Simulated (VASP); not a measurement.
Input of a VASP 6.6.1 run:

Contents of INCAR:

```
PREC = Accurate ; ENCUT = 520
EDIFF = 1E-7 ; ISMEAR = -1
SIGMA = 0.1 ; LREAL = F
LASPH = T ; NELM = 60
ALGO = Normal ; ISIF = 2
LWAVE = F ; LCHARG = F
GGA = PE ; NBANDS = 30
```

Contents of KPOINTS:

```
regular mesh
0
Gamma
  6 6 2
```

The input POSCAR:

```
La
1.0
    3.7726980145      0.0000000000      0.0000000000
   -1.8863490072      3.2672523214      0.0000000000
    0.0000000000      0.0000000000     12.1127038589
La
4
Direct
    0.0000000000      0.0000000000      0.0000000000
    0.0000000000      1.0000000000      0.5000000000
    0.3333333333      0.6666666667      0.7500000000
    0.6666666667      0.3333333333      0.2500000000
```

Potentials or basis: VASP PAW PBE potentials, release 64 (La).

Launch:

```bash
$ cat potpaw_PBE.64/La/POTCAR > POTCAR
$ mpirun -np 1 vasp_std > vasp.out
```

**Question.** Estimate the band gap on the k mesh.

**Answer.** Zero (bands 22 and 23 overlap by 1.00 eV).

**Question.** What does it give for the pressure?

**Answer.** 0.1 GPa.

Caveat: spin-orbit coupling is left out, which moves the levels of the heavy elements.
